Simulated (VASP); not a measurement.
Crystal: ZnO.

```
Zn O
1.0
     3.27953    0.00000    0.00000
    -1.63976    2.84015    0.00000
     0.00000    0.00000    5.29316
Zn O
2 2
Direct
  0.33333 0.66667 0.49996
  0.66667 0.33333 0.99996
  0.66667 0.33333 0.37905
  0.33333 0.66667 0.87905
```

| Item | Value |
| --- | --- |
| Program | VASP 6.6.1 |
| Task | relaxation of cell and atoms |
| Functional | PBEsol |
| Potentials or basis | VASP PAW PBE potentials, release 64 (Zn, O) |
| Cutoff | 600 eV |
| k mesh | 12 × 12 × 4 |
| Occupations | fermi-dirac, width 0.02 eV |
| Spin | no spin polarisation |

At the start: pressure -5.3 GPa; volume 12.33 Å³/atom.

Question: Where does the relaxation end?

Answer: Over 3 steps the energy falls by 8.3 meV/atom and the volume is 11.84 Å³/atom (-3.9 %); space group P6_3mc (No. 186, to 0.1 Å) before and after.

The path:
```tsv
step	energy change (eV)	largest force (eV/Å)	pressure (GPa)	volume (Å³)
1	0.0000	0.0018	-5.27	49.30
2	-0.0251	0.0048	2.90	46.46
3	-0.0332	0.0037	-0.01	47.36
```

Final structure:
```yaml
crystal:
  lattice:
    - [3.23591, 0.00000, 0.00000]
    - [-1.61796, 2.80238, 0.00000]
    - [0.00000, 0.00000, 5.22308]
  atoms:
    - { symbol: Zn, position: [0.33333, 0.66667, 0.49997] }
    - { symbol: Zn, position: [0.66667, 0.33333, 0.99997] }
    - { symbol: O, position: [0.66667, 0.33333, 0.37904] }
    - { symbol: O, position: [0.33333, 0.66667, 0.87904] }
```

Caveat: the PAW data sets were made with another functional, which shifts forces and pressure a little.
